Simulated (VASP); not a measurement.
# SrCl2 (Fm-3m) in VASP: further runs

Runs on SrCl2. Level: PBE. Tasks: single point, relaxation of cell and atoms.

All numbers are computed with VASP 6.6.1; they aren't measurements. Logs are shortened: lines on timing, memory, paths and dates and some standing lists are left out, and cuts for length are marked.

## Step 1: The cell of the first run

The structure is cubic, space group Fm-3m (No. 225). Conventional cell: a = 6.366 Å, b = 6.366 Å, c = 6.366 Å, α = 90.00°, β = 90.00°, γ = 90.00°. Sr (site symmetry m-3m) has 8 Cl at 2.76 Å within 3.6 Å. Cl (site symmetry -43m) has 4 Sr at 2.76 Å and 6 Cl at 3.18 Å within 3.6 Å.

## Step 2: Single point, PBE

The input, INCAR:

```
SYSTEM = SrCl2
PREC = Accurate
ENCUT = 520
EDIFF = 1E-7
ISMEAR = 0
SIGMA = 0.01
LREAL = .FALSE.
LASPH = .TRUE.
NELM = 100
ALGO = Normal
ISIF = 2
LWAVE = .FALSE.
LCHARG = .FALSE.
GGA = PE
NBANDS = 19
```

The input, KPOINTS:

```
regular mesh
0
G
  6 6 6
  0 0 0
```

The input, POSCAR:

```
SrCl2
1.0
    4.5012154025      0.0000000000      0.0000000000
    2.2506077013      3.8981668865      0.0000000000
    2.2506077013      1.2993889622      3.6752269862
Sr Cl
1 2
Direct
    0.0000000000      0.0000000000      0.0000000000
    0.2500000000      0.2500000000      0.2500000000
    0.7500000000      0.7500000000      0.7500000000
```

Potentials or basis: VASP PAW PBE potentials, release 64 (Sr_sv, Cl).

Started as:

```bash
> cat potpaw_PBE.64/Sr_sv/POTCAR potpaw_PBE.64/Cl/POTCAR > POTCAR
> mpirun -np 1 vasp_std > vasp.out
```

OUTCAR:

```text
SYSTEM = SrCl2
   PREC = Accurate
   ENCUT = 520
   EDIFF = 1E-7
   ISMEAR = 0
   LREAL = .FALSE.
   LASPH = .TRUE.
   NELM = 100
   ISIF = 2
   GGA = PE

 ion  position               nearest neighbor table
   1  0.000  0.000  0.000-   3 2.76   2 2.76   2 2.76   3 2.76   3 2.76   2 2.76   3 2.76   2 2.76

   2  0.250  0.250  0.250-   1 2.76   1 2.76   1 2.76   1 2.76
   3  0.750  0.750  0.750-   1 2.76   1 2.76   1 2.76   1 2.76

  LATTYP: Found a face centered cubic cell.
 ALAT       =     6.3656798694

  Lattice vectors:

 A1 = (   4.5012154025,   0.0000000000,   0.0000000000)
 A2 = (   2.2506077013,   3.8981668865,   0.0000000000)
 A3 = (   2.2506077013,   1.2993889622,   3.6752269862)

Analysis of symmetry for initial positions (statically):
=====================================================================
 Subroutine PRICEL returns:
 Original cell was already a primitive cell.

 Routine SETGRP: Setting up the symmetry group for a
 face centered cubic supercell.

 Subroutine GETGRP returns: Found 48 space group operations
 (whereof 48 operations were pure point group operations)
 out of a pool of 48 trial point group operations.

The static configuration has the point symmetry O_h .

Analysis of symmetry for dynamics (positions and initial velocities):
=====================================================================
 Subroutine PRICEL returns:
 Original cell was already a primitive cell.

 Routine SETGRP: Setting up the symmetry group for a
 face centered cubic supercell.

 Subroutine GETGRP returns: Found 48 space group operations
 (whereof 48 operations were pure point group operations)
 out of a pool of 48 trial point group operations.

The dynamic configuration has the point symmetry O_h .

 Subroutine INISYM returns: Found 48 space group operations
 (whereof 48 operations are pure point group operations),
 and found     1 'primitive' translations

----------------------------------------------------------------------------------------

                                     Primitive cell

  volume of cell :      64.4873

  direct lattice vectors                    reciprocal lattice vectors
     4.501215402  0.000000000  0.000000000     0.222162219 -0.128265417 -0.090697346
     2.250607701  3.898166886  0.000000000     0.000000000  0.256530833 -0.090697346
     2.250607701  1.299388962  3.675226986     0.000000000  0.000000000  0.272092038

  length of vectors
     4.501215402  4.501215403  4.501215403     0.272092038  0.272092038  0.272092038

  position of ions in fractional coordinates (direct lattice)
     0.000000000  0.000000000  0.000000000
     0.250000000  0.250000000  0.250000000
     0.750000000  0.750000000  0.750000000

  ion indices of the primitive-cell ions
   primitive index   ion index
                 1           1
                 2           2
                 3           3

----------------------------------------------------------------------------------------

 KPOINTS: regular mesh

Automatic generation of k-mesh.
 Grid dimensions read from file:
 generate k-points for:    6    6    6

 Generating k-lattice:

  Cartesian coordinates                     Fractional coordinates (reciprocal lattice)
     0.037027036 -0.021377569 -0.015116224     0.166666667  0.000000000  0.000000000
     0.000000000  0.042755139 -0.015116224     0.000000000  0.166666667  0.000000000
     0.000000000  0.000000000  0.045348673     0.000000000  0.000000000  0.166666667

  Length of vectors
     0.045348673  0.045348673  0.045348673

  Shift w.r.t. Gamma in fractional coordinates (k-lattice)
     0.000000000  0.000000000  0.000000000

 Subroutine IBZKPT returns following result:
 ===========================================

 Found     16 irreducible k-points:

 Following reciprocal coordinates:
            Coordinates               Weight
  0.000000  0.000000  0.000000      1.000000
  0.166667  0.000000  0.000000      8.000000
  0.333333  0.000000  0.000000      8.000000
  0.500000  0.000000  0.000000      4.000000
  0.166667  0.166667  0.000000      6.000000
  0.333333  0.166667  0.000000     24.000000
[... 8 lines left out ...]
 -0.333333  0.333333  0.166667     24.000000
 -0.333333  0.500000  0.166667     12.000000
   k-points           NKPTS =     16   k-points in BZ     NKDIM =     16   number of bands    NBANDS=     19
   number of dos      NEDOS =    301   number of ions     NIONS =      3
   total plane-waves  NPLWV =  46656
   dimension x,y,z NGX =    36 NGY =   36 NGZ =   36
   dimension x,y,z NGXF=    72 NGYF=   72 NGZF=   72
   ions per type =               1   2
   NGX,Y,Z   is equivalent  to a cutoff of  13.30, 13.30, 13.30 a.u.
   NGXF,Y,Z  is equivalent  to a cutoff of  26.59, 26.59, 26.59 a.u.
 SYSTEM =  SrCl2
   PREC   = accura    normal or accurate (medium, high low for compatibility)
   ISTART =      0    job   : 0-new  1-cont  2-samecut
   ICHARG =      2    charge: 1-file 2-atom 10-const
[... 130 lines left out ...]
[... 11 lines left out ...]
     18      12.2324      0.00000
     19      12.9338      0.00000

 k-point     7 :       0.5000    0.1667    0.0000
  band No.  band energies     occupation
      1     -29.8558      2.00000
      2     -13.1440      2.00000
      3     -12.4451      2.00000
      4     -12.0951      2.00000
      5     -10.9074      2.00000
      6     -10.0693      2.00000
[... 11 lines left out ...]
     18      12.3723      0.00000
     19      13.1037      0.00000

 k-point     8 :      -0.3333    0.1667   -0.0000
  band No.  band energies     occupation
      1     -29.8573      2.00000
      2     -13.0874      2.00000
      3     -12.4692      2.00000
      4     -12.0762      2.00000
      5     -10.8411      2.00000
      6     -10.1936      2.00000
[... 11 lines left out ...]
     18      12.4605      0.00000
     19      12.8238      0.00000

 k-point     9 :      -0.1667    0.1667   -0.0000
  band No.  band energies     occupation
      1     -29.8648      2.00000
      2     -12.9324      2.00000
      3     -12.2216      2.00000
      4     -12.0469      2.00000
      5     -10.8412      2.00000
      6     -10.6322      2.00000
[... 11 lines left out ...]
     18      12.5648      0.00000
     19      12.9391      0.00000

 k-point    10 :       0.3333    0.3333    0.0000
  band No.  band energies     occupation
      1     -29.8573      2.00000
      2     -13.2440      2.00000
      3     -12.1200      2.00000
      4     -12.1200      2.00000
      5     -10.9682      2.00000
      6     -10.2225      2.00000
[... 11 lines left out ...]
     18      11.2980      0.00000
     19      13.7506      0.00000

 k-point    11 :       0.5000    0.3333    0.0000
  band No.  band energies     occupation
      1     -29.8528      2.00000
      2     -13.2697      2.00000
      3     -12.4103      2.00000
      4     -12.1330      2.00000
      5     -10.8206      2.00000
      6     -10.0112      2.00000
[... 11 lines left out ...]
     18      12.6313      0.00000
     19      13.2067      0.00000

 k-point    12 :      -0.3333    0.3333   -0.0000
  band No.  band energies     occupation
      1     -29.8528      2.00000
      2     -13.0019      2.00000
      3     -12.8371      2.00000
      4     -12.1114      2.00000
      5     -10.5024      2.00000
      6     -10.1878      2.00000
[... 11 lines left out ...]
     18      12.8461      0.00000
     19      13.5475      0.00000

 k-point    13 :       0.5000    0.5000    0.0000
  band No.  band energies     occupation
      1     -29.8514      2.00000
      2     -13.4004      2.00000
      3     -12.1517      2.00000
      4     -12.1517      2.00000
      5     -11.1090      2.00000
      6      -9.8215      2.00000
[... 11 lines left out ...]
     18      12.2718      0.00000
     19      12.3195      0.00000

 k-point    14 :       0.5000    0.3333    0.1667
  band No.  band energies     occupation
      1     -29.8558      2.00000
      2     -13.1254      2.00000
      3     -12.5087      2.00000
      4     -12.1090      2.00000
      5     -10.6110      2.00000
      6     -10.3089      2.00000
[... 11 lines left out ...]
     18      12.5871      0.00000
     19      13.4182      0.00000

 k-point    15 :      -0.3333    0.3333    0.1667
  band No.  band energies     occupation
      1     -29.8528      2.00000
      2     -13.0221      2.00000
      3     -12.8057      2.00000
      4     -12.1270      2.00000
      5     -10.4871      2.00000
      6     -10.1986      2.00000
[... 11 lines left out ...]
     18      13.0717      0.00000
     19      13.1988      0.00000

 k-point    16 :      -0.3333    0.5000    0.1667
  band No.  band energies     occupation
      1     -29.8514      2.00000
      2     -13.1925      2.00000
      3     -12.6367      2.00000
      4     -12.1540      2.00000
      5     -10.6104      2.00000
      6     -10.0354      2.00000
[... 11 lines left out ...]
     18      13.2438      0.00000
     19      13.6148      0.00000

------------------------ aborting loop because EDIFF is reached ----------------------------------------

  FORCE on cell =-STRESS in cart. coord.  units (eV):
  Direction    XX          YY          ZZ          XY          YZ          ZX
  --------------------------------------------------------------------------------------
  -------------------------------------------------------------------------------------
  Total        8.1936513      8.1936513      8.1936513      0.0000000      0.0000000      0.0000000
  in kB      203.5699498    203.5699498    203.5699498      0.0000000      0.0000000      0.0000000
  external PRESSURE =     203.5699498 kB  Pullay stress =       0.0000000 kB

 VOLUME and BASIS-vectors are now :
 -----------------------------------------------------------------------------
  energy-cutoff  :      520.00
  volume of cell :       64.49
      direct lattice vectors                 reciprocal lattice vectors
     4.501215402  0.000000000  0.000000000     0.222162219 -0.128265417 -0.090697346
     2.250607701  3.898166886  0.000000000     0.000000000  0.256530833 -0.090697346
     2.250607701  1.299388962  3.675226986     0.000000000  0.000000000  0.272092038

 POSITION                                       TOTAL-FORCE (eV/Angst)
 -----------------------------------------------------------------------------------
      0.00000      0.00000      0.00000         0.000000      0.000000      0.000000
      2.25061      1.29939      0.91881        -0.000000     -0.000000     -0.000000
      6.75182      3.89817      2.75642         0.000000      0.000000      0.000000
 -----------------------------------------------------------------------------------
    total drift:                                0.000000      0.000000      0.000000

  FREE ENERGIE OF THE ION-ELECTRON SYSTEM (eV)
  ---------------------------------------------------
  free  energy   TOTEN  =       -11.6763441106 eV

  energy  without entropy=      -11.6763441106  energy(sigma->0) =      -11.67634411
```

Run time: 18 s. Hardware: 1 thread of Intel Xeon Platinum 8488C (Sapphire Rapids), shared host; peak memory 0.2 GiB.

What came out:

```yaml
Free_energy: -11.6763 eV
Pressure: 20.4 GPa
Band_gap_on_the_k_mesh: 5.20 eV
```

Caveat: the cell stands under pressure. A k mesh can miss the band edges.

## Step 3: Single point, PBE

This run uses another cell than the first one, of 23.98 Å³/atom.

The input, INCAR:

```
ALGO     = Normal         # electronic algorithm
EDIFF    = 1E-6           # SCF threshold, eV
ENCUT    = 520            # plane-wave cutoff, eV
GGA      = PE             # functional
ISIF     = 2              # what is computed and relaxed
ISMEAR   = 0              # smearing method
LASPH    = T              # aspherical terms in the spheres
LCHARG   = F              # write CHGCAR
LREAL    = F              # projectors in reciprocal space
LWAVE    = F              # write WAVECAR
NBANDS   = 19             # bands
NELM     = 80             # most SCF steps
PREC     = Accurate       # precision mode
SIGMA    = 0.01           # smearing width, eV
```

The input, KPOINTS:

```
k-points
0
Gamma
  6 6 6
```

The input, POSCAR:

```
SrCl2
1.0
    4.6686529538      0.0000000000      0.0000000000
    2.3343264769      4.0431720594      0.0000000000
    2.3343264769      1.3477240198      3.8119391743
Sr Cl
1 2
Direct
    0.0000000000      0.0000000000      0.0000000000
    0.2500000000      0.2500000000      0.2500000000
    0.7500000000      0.7500000000      0.7500000000
```

Potentials or basis: VASP PAW PBE potentials, release 64 (Sr_sv, Cl).

Started as:

```bash
> cat potpaw_PBE.64/Sr_sv/POTCAR potpaw_PBE.64/Cl/POTCAR > POTCAR
> mpirun -np 1 vasp_std > vasp.out
```

Wall time 15 s (1 thread of Intel Xeon Platinum 8488C (Sapphire Rapids), shared host); peak memory 0.2 GiB.

Results (log left out):

| Quantity | Value |
| --- | --- |
| Free energy | -12.3722 eV |
| Pressure | 10.2 GPa |
| Band gap on the k mesh | 5.37 eV |

Levels at points of the mesh, in eV from the valence-band top:
```tsv
k point	band 10	band 11	band 12	band 13	band 14	band 15
(0.00, 0.00, 0.00)	-0.41	-0.41	-0.41	5.94	5.94	6.00
(0.50, 0.00, 0.00)	-1.64	-1.28	-1.28	6.78	6.78	8.05
(0.50, 0.50, 0.00)	-0.55	-0.55	0.00	5.37	7.47	7.96
```

Caveat: the cell stands under pressure. A k mesh can miss the band edges.

## Step 4: Single point, PBE

This run uses another cell than the first one, of 25.94 Å³/atom.

The input, INCAR:

```
PREC = Accurate
ENCUT = 520
EDIFF = 1E-6
ISMEAR = 0
SIGMA = 0.01
LREAL = False
LASPH = True
NELM = 100
ALGO = Normal
ISIF = 2
LWAVE = False
LCHARG = False
GGA = PE
NBANDS = 19
```

The input, KPOINTS:

```
regular mesh
0
Gamma
  6 6 6
```

The input, POSCAR:

```
SrCl2
1.0
    4.7919972028      0.0000000000      0.0000000000
    2.3959986014      4.1499913125      0.0000000000
    2.3959986014      1.3833304375      3.9126493319
Sr Cl
1 2
Direct
    0.0000000000      0.0000000000      0.0000000000
    0.2500000000      0.2500000000      0.2500000000
    0.7500000000      0.7500000000      0.7500000000
```

Started as:

```bash
> cat potpaw_PBE.64/Sr_sv/POTCAR potpaw_PBE.64/Cl/POTCAR > POTCAR
> mpirun -np 1 vasp_std > vasp.out
```

Run time: 16 s. Hardware: 1 thread of Intel Xeon Platinum 8488C (Sapphire Rapids), shared host; peak memory 0.2 GiB.

It converged, with:

```
Free energy            : -12.6492 eV
Pressure               : 5.1 GPa
Band gap on the k mesh : 5.45 eV
```

Levels at points of the mesh, in eV from the valence-band top:
| k point | band 8 | band 9 | band 10 | band 11 | band 12 | band 13 | band 14 | band 15 | band 16 | band 17 |
| --- | --- | --- | --- | --- | --- | --- | --- | --- | --- | --- |
| (0.00, 0.00, 0.00) | -2.45 | -2.45 | -0.37 | -0.37 | -0.37 | 5.68 | 6.04 | 6.04 | 9.18 | 9.18 |
| (0.50, 0.00, 0.00) | -1.82 | -1.66 | -1.48 | -1.17 | -1.17 | 6.77 | 6.77 | 7.80 | 7.98 | 9.02 |
| (0.50, 0.50, 0.00) | -2.08 | -2.08 | -0.48 | -0.48 | 0.00 | 5.45 | 7.27 | 7.81 | 8.26 | 8.26 |

Caveat: the cell stands under pressure. PBE gaps usually lie below the measured ones, often by a third to a half.

## Step 5: Single point, PBE

This run uses another cell than the first one, of 29.06 Å³/atom.

The input, INCAR:

```
SYSTEM = SrCl2
  PREC = Accurate
  ENCUT = 520
  EDIFF = 1E-6
  ISMEAR = 0
  SIGMA = 0.01
  LREAL = .FALSE.
  LASPH = .TRUE.
  NELM = 100
  ALGO = Normal
  ISIF = 2
  LWAVE = .FALSE.
  LCHARG = .TRUE.
  GGA = PE
  LELF = .TRUE.
  LVHAR = .TRUE.
  NBANDS = 19
```

The input, KPOINTS:

```
Automatic mesh
0
G
  6 6 6
  0 0 0
```

The input, POSCAR:

```
SrCl2
1.0
    4.9769140294      0.0000000000      0.0000000000
    2.4884570147      4.3101339819      0.0000000000
    2.4884570147      1.4367113273      4.0636332886
Sr Cl
1 2
Direct
    0.0000000000      0.0000000000      0.0000000000
    0.2500000000      0.2500000000      0.2500000000
    0.7500000000      0.7500000000      0.7500000000
```

Started as:

```bash
> cat potpaw_PBE.64/Sr_sv/POTCAR potpaw_PBE.64/Cl/POTCAR > POTCAR
> mpirun -np 1 vasp_std > vasp.out
```

Wall time 25 s (1 thread of Intel Xeon Platinum 8488C (Sapphire Rapids), shared host); peak memory 0.23 GiB.

The run converged. Its results:

```
Free energy            : -12.7913 eV
Pressure               : 0.1 GPa
Band gap on the k mesh : 5.24 eV (least direct gap 5.52 eV)
```

Levels at points of the mesh, in eV from the valence-band top:
```
           k point  band 10  band 11  band 12  band 13  band 14  band 15
(0.00, 0.00, 0.00)    -0.33    -0.33    -0.33     5.24     6.10     6.10
(0.50, 0.00, 0.00)    -1.27    -1.01    -1.01     6.69     6.69     7.41
(0.50, 0.50, 0.00)    -0.38    -0.38     0.00     5.52     6.97     7.53
```

A k mesh can miss the band edges. As with any semilocal functional, this PBE gap is likely too small.

## Step 6: Relaxation of cell and atoms, PBE

This run uses another cell than the first one, of 28.30 Å³/atom.

The input, INCAR:

```
  PREC = Accurate
  ENCUT = 600
  EDIFF = 1E-7
  ISMEAR = 0
  SIGMA = 0.01
  LREAL = F
  LASPH = T
  NELM = 100
  ALGO = Normal
  ISIF = 3
  LWAVE = F
  LCHARG = F
  GGA = PE
  IBRION = 2
  NSW = 80
  EDIFFG = -0.02
```

The input, KPOINTS:

```
Automatic mesh
0
Gamma
  6 6 6
```

The input, POSCAR:

```
SrCl2
1.0
    4.9332720000      0.0000000000      0.0000000000
    2.4666360000      4.2723388758      0.0000000000
    2.4666360000      1.4241129586      4.0279997208
Sr Cl
1 2
Direct
    0.0000000000      0.0000000000      0.0000000000
    0.2500000000      0.2500000000      0.2500000000
    0.7500000000      0.7500000000      0.7500000000
```

Potentials or basis: VASP PAW PBE potentials, release 64 (Sr_sv, Cl).

Started as:

```bash
> cat potpaw_PBE.64/Sr_sv/POTCAR potpaw_PBE.64/Cl/POTCAR > POTCAR
> mpirun -np 1 vasp_std > vasp.out
```

Wall time 37 s (1 thread of Intel Xeon Platinum 8488C (Sapphire Rapids), shared host); peak memory 0.24 GiB.

Results (log left out):

| Property | Result |
| --- | --- |
| Free energy | -12.7916 eV |
| Relaxed volume | 29.11 Å³/atom |
| Relaxed cell | a = 4.980 Å, b = 4.980 Å, c = 4.980 Å, α = 60.00°, β = 60.00°, γ = 60.00° |
| Space group after relaxing (to 0.1 Å) | Fm-3m (No. 225) |
| Energy gained by relaxing | 3.0 meV/atom |
| Ionic steps | 2 |
| Pressure after relaxing | 0.1 GPa |
| Band gap on the k mesh | 5.23 eV (least direct gap 5.52 eV) |

Step by step:
| step | energy change (eV) | largest force (eV/Å) | pressure (GPa) | volume (Å³) |
| --- | --- | --- | --- | --- |
| 1 | 0.0000 | 0.0000 | 1.11 | 84.90 |
| 2 | -0.0090 | 0.0000 | 0.09 | 87.33 |

Final structure:
```
CELL_PARAMETERS angstrom
4.98005 0.00000 0.00000
2.49003 4.31285 0.00000
2.49003 1.43762 4.06620
ATOMIC_POSITIONS crystal
Sr 0.00000 0.00000 0.00000
Cl 0.25000 0.25000 0.25000
Cl 0.75000 0.75000 0.75000
```

Levels at points of the mesh, in eV from the valence-band top:
```
           k point  band 8  band 9  band 10  band 11  band 12  band 13  band 14  band 15  band 16
(0.00, 0.00, 0.00)   -2.03   -2.03    -0.33    -0.33    -0.33     5.23     6.10     6.10     8.99
(0.50, 0.00, 0.00)   -1.49   -1.45    -1.27    -1.01    -1.01     6.68     6.68     7.41     7.83
(0.50, 0.50, 0.00)   -1.81   -1.81    -0.38    -0.38     0.00     5.52     6.96     7.53     7.92
```

A k mesh can miss the band edges. A hybrid or GW would open this gap; PBE tends to underestimate it.

## Step 7: Overview

| task | cell | cutoff (eV) | gap on the mesh (eV) | pressure (GPa) |
| --- | --- | --- | --- | --- |
| single point | a = 4.501 Å, angles 60.0°, 3 atoms | 520 | 5.20 | 20.4 |
| single point | a = 4.669 Å, angles 60.0°, 3 atoms | 520 | 5.37 | 10.2 |
| single point | a = 4.792 Å, angles 60.0°, 3 atoms | 520 | 5.45 | 5.1 |
| single point | a = 4.977 Å, angles 60.0°, 3 atoms | 520 | 5.24 | 0.1 |
| relaxation of cell and atoms | relaxed from a = 4.933 Å, angles 60.0°, 3 atoms | 600 | 5.23 | 0.1 |

Alike in all rows: level PBE; potentials or basis VASP PAW PBE potentials, release 64 (Sr_sv, Cl); no spin polarisation; k mesh 6 × 6 × 6; smearing gaussian 0.01 eV.

Caveats: the cell stands under pressure (at least some runs).

Absolute energies hang on the potentials; compare differences alone.
